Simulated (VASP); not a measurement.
Here is a VASP 6.6.1 calculation.

File INCAR:

```
ALGO = Normal ; EDIFF = 1E-7
ENCUT = 520 ; GGA = PS
ISIF = 2 ; ISMEAR = -1
ISYM = 0 ; LASPH = True
LCHARG = False ; LREAL = Auto
LWAVE = False ; NBANDS = 277
NELM = 100 ; PREC = Accurate
SIGMA = 0.05
```

File KPOINTS:

```
Automatic mesh
0
Gamma
  1 1 1
  0.25 0.25 0.25
```

Contents of POSCAR:

```
AlZn8Ga15O32
1.0
    8.3242694727      0.0000000000      0.0000000000
    0.0000000000      8.3242694727      0.0000000000
    0.0000000000      0.0000000000      8.3242694727
Zn Ga O Al
8 15 32 1
Direct
    0.8757360000      0.3757760000      0.3741230000
    0.3734800000      0.8735840000      0.3741530000
    0.3737440000      0.3754080000      0.8758590000
    0.1236120000      0.1235640000      0.1266160000
    0.8756380000      0.8735390000      0.8764640000
    0.6258190000      0.6258090000      0.1266490000
    0.6255370000      0.1239810000      0.6247370000
    0.1236620000      0.6259420000      0.6245180000
    0.4995680000      0.9998730000      0.0003740000
    0.7498100000      0.2496970000      0.0006140000
    0.7508600000      0.9981540000      0.2494820000
    0.9987000000      0.5012880000      0.0016840000
    0.2483300000      0.7508170000      0.0019370000
    0.0005170000      0.9982050000      0.4987630000
    0.4995370000      0.4999080000      0.5002970000
    0.2495750000      0.2496120000      0.5003330000
    0.2480530000      0.5012050000      0.2513310000
    0.4995630000      0.2498760000      0.2503950000
    0.7512290000      0.7486230000      0.4989260000
    0.2494570000      0.9995490000      0.7502980000
    0.7495340000      0.4996840000      0.7503990000
    0.9995680000      0.2496130000      0.7502970000
    0.4997850000      0.7498290000      0.7504320000
    0.5114150000      0.0103110000      0.2392060000
    0.7391030000      0.2379870000      0.2391920000
    0.5107480000      0.2387900000      0.0118500000
    0.7383310000      0.0109680000      0.0112870000
    0.0091880000      0.5181550000      0.2408380000
    0.2312420000      0.7403350000      0.2409320000
    0.0092080000      0.7403680000      0.0188070000
    0.2373450000      0.5120830000      0.0125920000
    0.0107810000      0.0100480000      0.7385150000
    0.2380380000      0.2385770000      0.7392470000
    0.0106700000      0.2377800000      0.5108160000
    0.2387260000      0.0108980000      0.5116210000
    0.2600280000      0.2616290000      0.2616120000
    0.4876240000      0.4894030000      0.2615460000
    0.4885260000      0.2608480000      0.4889120000
    0.2607820000      0.4884650000      0.4895660000
    0.5106780000      0.5113330000      0.7393390000
    0.7391770000      0.7385070000      0.7385250000
    0.5115460000      0.7386030000      0.5107720000
    0.7383490000      0.5104990000      0.5115340000
    0.7680410000      0.7592630000      0.2598680000
    0.9900110000      0.9814060000      0.2598620000
    0.9901190000      0.7591210000      0.4819320000
    0.7617860000      0.9873570000      0.4881620000
    0.7610740000      0.2608020000      0.7615610000
    0.9883840000      0.4892840000      0.7622030000
    0.9885010000      0.2615540000      0.9899380000
    0.7605280000      0.4885240000      0.9892760000
    0.2601550000      0.7609130000      0.7622700000
    0.4885140000      0.9882140000      0.7615080000
    0.4878380000      0.7609730000      0.9901290000
    0.2608950000      0.9889680000      0.9891570000
    0.9996450000      0.7497640000      0.2503020000
```

Potentials or basis: VASP PAW PBE potentials, release 64 (Zn, Ga_d, O, Al).

Run with:

```console
$ cat potpaw_PBE.64/Zn/POTCAR potpaw_PBE.64/Ga_d/POTCAR potpaw_PBE.64/O/POTCAR potpaw_PBE.64/Al/POTCAR > POTCAR
$ mpirun -np 1 vasp_std > vasp.out
```

(1) Predict the pressure.

(2) Predict the largest force.

(3) Predict the band gap on the k mesh.

Answers

(1) 0.8 GPa.

(2) 0.056 eV/Å.

(3) 3.78 eV.

Caveat: the PAW data sets were made with another functional, which shifts forces and pressure a little; a shifted mesh leaves out Γ, where band edges can lie.
